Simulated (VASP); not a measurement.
# MoS2 (C2/m) in VASP: a series of runs

Runs on MoS2. Level: PBE+D3(BJ). Tasks: single point.

Everything below comes from runs of VASP 6.6.1. Logs are shortened: lines on timing, memory, paths and dates and some standing lists are left out, and cuts for length are marked.

### Step 1. The cell of the first run

It takes space group C2/m (No. 12, monoclinic). Conventional cell: a = 5.619 Å, b = 3.134 Å, c = 6.243 Å, α = 90.00°, β = 107.46°, γ = 90.00°. Within 3.3 Å of Mo (site symmetry 2/m) lie 6 S at 2.43 to 2.46 Å and 6 Mo at 3.13 to 3.22 Å. S (site symmetry m) has 3 Mo at 2.43 to 2.46 Å and 9 S at 3.13 to 3.33 Å within 3.4 Å.

### Step 2. Single point, PBE+D3(BJ) (atoms displaced along a vibrational mode, the cell strained)

Input file INCAR:

```
SYSTEM = MoS2
PREC     = Accurate       ! precision mode
ENCUT    = 520            ! plane-wave cutoff, eV
EDIFF    = 1E-6           ! SCF threshold, eV
ISMEAR   = 0              ! smearing method
SIGMA    = 0.15           ! smearing width, eV
LREAL    = .False.        ! projectors in reciprocal space
LASPH    = .True.         ! aspherical terms in the spheres
NELM     = 100            ! most SCF steps
ALGO     = Normal         ! electronic algorithm
ISIF     = 2              ! what is computed and relaxed
LWAVE    = .False.        ! write WAVECAR
LCHARG   = .False.        ! write CHGCAR
GGA      = PE             ! functional
IVDW     = 12             ! dispersion correction
NBANDS   = 20             ! bands
```

Input file KPOINTS:

```
Automatic mesh
0
Gamma
  15 15 15
  0 0 0
```

Input file POSCAR:

```
MoS2
1.0
    1.5671157387      0.9364418079      5.9549887142
   -1.5671157387      0.9364418079      5.9549887142
    0.0000000000     -1.8728836157      5.9549887142
Mo S
1 2
Direct
    0.0000000000      0.0000000000      0.0000000000
    0.7563704478      0.7563704478      0.7563704478
    0.2436295522      0.2436295522      0.2436295522
```

Potentials or basis: VASP PAW PBE potentials, release 64 (Mo_sv, S).

Launch:

```console
> cat potpaw_PBE.64/Mo_sv/POTCAR potpaw_PBE.64/S/POTCAR > POTCAR
> mpirun -np 1 vasp_std > vasp.out
```

OUTCAR:

```text
SYSTEM = MoS2
   PREC = Accurate
   ENCUT = 520
   EDIFF = 1E-6
   ISMEAR = 0
   LREAL = .False.
   LASPH = .True.
   NELM = 100
   ISIF = 2
   GGA = PE
   IVDW = 12
 IVDW          = 12

 ion  position               nearest neighbor table
   1  0.000  0.000  0.000-   2 2.43   2 2.43   3 2.43   3 2.43   2 2.46   3 2.46
   2  0.756  0.756  0.756-   1 2.43   1 2.43   1 2.46
   3  0.244  0.244  0.244-   1 2.43   1 2.43   1 2.46

  LATTYP: Found a base centered monoclinic cell.
 ALAT       =     5.6186508472
 B/A-ratio  =     0.5578263470
 C/A-ratio  =     1.1110429237
 COS(beta)  =    -0.3000184117

  Lattice vectors:

 A1 = (   1.5671157387,   2.8093254236,   0.0000000000)
 A2 = (  -1.5671157387,   2.8093254236,   0.0000000000)
 A3 = (   0.0000000000,  -1.8728836157,   5.9549887142)

Analysis of symmetry for initial positions (statically):
=====================================================================
 Subroutine PRICEL returns:
 Original cell was already a primitive cell.

 Routine SETGRP: Setting up the symmetry group for a
 base centered monoclinic supercell.

 Subroutine GETGRP returns: Found  4 space group operations
 (whereof  4 operations were pure point group operations)
 out of a pool of  4 trial point group operations.

The static configuration has the point symmetry C_2h.

Analysis of symmetry for dynamics (positions and initial velocities):
=====================================================================
 Subroutine PRICEL returns:
 Original cell was already a primitive cell.

 Routine SETGRP: Setting up the symmetry group for a
 base centered monoclinic supercell.

 Subroutine GETGRP returns: Found  4 space group operations
 (whereof  4 operations were pure point group operations)
 out of a pool of  4 trial point group operations.

The dynamic configuration has the point symmetry C_2h.

 Subroutine INISYM returns: Found  4 space group operations
 (whereof  4 operations are pure point group operations),
 and found     1 'primitive' translations

----------------------------------------------------------------------------------------

                                     Primitive cell

  volume of cell :      52.4341

  direct lattice vectors                    reciprocal lattice vectors
     1.567115739  0.936441808  5.954988714     0.319057481  0.177978669  0.055975477
    -1.567115739  0.936441808  5.954988714    -0.319057481  0.177978669  0.055975477
     0.000000000 -1.872883616  5.954988714     0.000000000 -0.355957338  0.055975477
[... 85 lines left out ...]
   NELM   =    100;   NELMIN=  2; NELMDL= -5     # of ELM steps
   EDIFF  = 0.1E-05   stopping-criterion for ELM
   LREAL  =      F    real-space projection
   EDIFFG = 0.1E-04   stopping-criterion for IOM
   NSW    =      0    number of steps for IOM
   IBRION =     -1    ionic relax: 0-MD 1-quasi-New 2-CG
   NFREE  =      0    steps in history (QN), initial steepest desc. (CG)
   ISIF   =      2    stress and relaxation
   ISYM   =      2    0-nonsym 1-usesym 2-fastsym
   POTIM  = 0.5000    time-step for ionic-motion
   TEBEG  =    0.0;   TEEND  =   0.0 temperature during run
   PSTRESS=    0.0 pullay stress
   NELECT =      26.0000    total number of electrons
   NUPDOWN=      -1.0000    fix difference up-down
   EMIN   =  10.00;   EMAX   =-10.00  energy-range for DOS
   EFERMI =   0.00;   METHOD = LEGACY
   ISMEAR =     0;   SIGMA  =   0.15  broadening in eV -4-tet -1-fermi 0-gaus
   EFERMI_NEDOS =   21; number of points for ismear=-14 and -15
   IALGO  =     38    algorithm
   IMIX   =      4    mixing-type and parameters
     AMIX     =   0.40;   BMIX     =  1.00
     AMIX_MAG =   1.60;   BMIX_MAG =  1.00
  volume/ion in A,a.u.               =      17.48       117.95
  Fermi-wavevector in a.u.,A,eV,Ry     =   1.295770  2.448650 22.844453  1.679020
  Thomas-Fermi vector in A             =   2.427269
   LORBIT       =      0    0 simple, 1 ext, 2 COOP (PROOUT), +10 PAW based schemes
   GGA     = PE    functional components
   LHFCALC =     F    Hartree Fock is set to
   AEXX    =    0.0000 exact exchange contribution
   IVDW    =    12    specifies the selected vdW correction
   LEPSILON=     F    determine dielectric tensor
   LRPA    =     F    only Hartree local field effects (RPA)
 non-spin polarized calculation
 Gauss-broadening in eV      SIGMA  =   0.15
  energy-cutoff  :      520.00
  volume of cell :       52.43
 maximum number of plane-waves:      1435
   NGX = 23   NGY = 23   NGZ = 23

 number of electron      26.0000001 magnetization

 Free energy of the ion-electron system (eV)
  ---------------------------------------------------
  ext. energy  EPLUGINS =         0.00000000
  ---------------------------------------------------
  free energy    TOTEN  =       -20.95148568 eV

  energy without entropy =      -20.93905020  energy(sigma->0) =      -20.94526794

 E-fermi :   7.9284     XC(G=0): -11.0453

 val. band max:        7.9282715423   @ k =   0.3333   0.2667   0.3333
 cond. band min:       7.9305711863   @ k =  -0.1333  -0.4000   0.2667
 fundamental gap:      0.0022996440
 Fermi energy:         7.9284352893

 k-point     1 :       0.0000    0.0000    0.0000
  band No.  band energies     occupation
      1     -53.7974      2.00000
      2     -27.8523      2.00000
      3     -27.7821      2.00000
      4     -27.7359      2.00000
      5      -7.0575      2.00000
      6      -5.3784      2.00000
[... 541 lines left out ...]
     19      15.8476      0.00000
     20      16.8105      0.00000

 [... further k-points ...]

------------------------ aborting loop because EDIFF is reached ----------------------------------------

 Edisp (eV)   -1.30294

 E8    (eV) :    -0.5261

  FORCE on cell =-STRESS in cart. coord.  units (eV):
  Direction    XX          YY          ZZ          XY          YZ          ZX
  --------------------------------------------------------------------------------------
  -------------------------------------------------------------------------------------
  Total      -0.41254    -2.69291    -1.31666     0.00000     0.46247     0.00000
  in kB     -12.60565   -82.28464   -40.23200     0.00000    14.13122     0.00000
  external pressure =      -45.04 kB  Pullay stress =        0.00 kB

 VOLUME and BASIS-vectors are now :
 -----------------------------------------------------------------------------
  energy-cutoff  :      520.00
  volume of cell :       52.43
      direct lattice vectors                 reciprocal lattice vectors
     1.567115739  0.936441808  5.954988714     0.319057481  0.177978669  0.055975477
    -1.567115739  0.936441808  5.954988714    -0.319057481  0.177978669  0.055975477
     0.000000000 -1.872883616  5.954988714     0.000000000 -0.355957338  0.055975477

 POSITION                                       TOTAL-FORCE (eV/Angst)
 -----------------------------------------------------------------------------------
      0.00000      0.00000      0.00000         0.000000      0.000000     -0.000000
      0.00000      0.00000     13.51253         0.000000      0.144835     -0.408588
      0.00000      0.00000      4.35243         0.000000     -0.144835      0.408588
 -----------------------------------------------------------------------------------
    total drift:                               -0.000000     -0.000000      0.000000

  FREE ENERGIE OF THE ION-ELECTRON SYSTEM (eV)
  ---------------------------------------------------
  free  energy   TOTEN  =       -22.2544225244 eV

  energy  without entropy=      -22.2419870456  energy(sigma->0) =      -22.24820479
```

OSZICAR:

```text
N       E                     dE             d eps       ncg     rms          rms(c)
DAV:   1     0.178559493368E+03    0.17856E+03   -0.13468E+04 36264   0.123E+03
DAV:   2    -0.153682142292E+02   -0.19393E+03   -0.18894E+03 43984   0.314E+02
DAV:   3    -0.224918637190E+02   -0.71236E+01   -0.70354E+01 44952   0.558E+01
DAV:   4    -0.225733540263E+02   -0.81490E-01   -0.81393E-01 43800   0.630E+00
DAV:   5    -0.225745542152E+02   -0.12002E-02   -0.12001E-02 45416   0.747E-01    0.220E+01
DAV:   6    -0.216643515527E+02    0.91020E+00   -0.17709E+01 38244   0.217E+01    0.966E+00
DAV:   7    -0.210971074472E+02    0.56724E+00   -0.77851E+00 37364   0.138E+01    0.583E+00
DAV:   8    -0.209515697059E+02    0.14554E+00   -0.86475E-01 39928   0.495E+00    0.191E+00
DAV:   9    -0.209529495054E+02   -0.13798E-02   -0.26782E-02 42188   0.104E+00    0.596E-01
DAV:  10    -0.209516461668E+02    0.13033E-02   -0.15117E-02 40324   0.737E-01    0.196E-01
DAV:  11    -0.209515415410E+02    0.10463E-03   -0.66625E-04 41528   0.168E-01    0.734E-02
DAV:  12    -0.209514736454E+02    0.67896E-04   -0.23922E-04 41052   0.885E-02    0.624E-02
DAV:  13    -0.209514857362E+02   -0.12091E-04   -0.40567E-05 39520   0.391E-02    0.183E-02
DAV:  14    -0.209514856799E+02    0.56371E-07   -0.21920E-06 38088   0.850E-03
   1 F= -.22254423E+02 E0= -.22248205E+02  d E =-.124355E-01
```

stdout:

```text
POSCAR found type information on POSCAR MoS
 POSCAR found :  2 types and       3 ions
 scaLAPACK will be used
 LDA part: xc-table for (Slater+PW92), standard interpolation
 POSCAR, INCAR and KPOINTS ok, starting setup
 FFT: planning ... GRIDC
 FFT: planning ... GRID_SOFT
 FFT: planning ... GRID
 WAVECAR not read
 entering main loop
```

Run time: 23 min. Hardware: 1 thread of AMD EPYC 9R45 (Zen 5), shared host; peak memory 0.97 GiB.

What came out:

```
Free energy                : -22.2544 eV
Pressure                   : -4.5 GPa
Largest force              : 0.433 eV/Å
Band gap on the k mesh     : zero (bands 13 and 14 overlap by 0.56 eV)
Dispersion energy per atom : -0.434 eV
```

Forces in eV/Å, atoms in the order of the input:
```
Mo   0.000  0.000  0.000
S    0.000  0.145 -0.409
S    0.000 -0.145  0.409
```

Stress tensor (GPa, compression positive):
```
-1.26  0.00  0.00
 0.00 -8.23  1.41
 0.00  1.41 -4.02
```

Caveat: the cell differs from its parent crystal (atoms displaced along a vibrational mode, the cell strained); the cell stands under tension.

(Continued in part 2 of 2.)
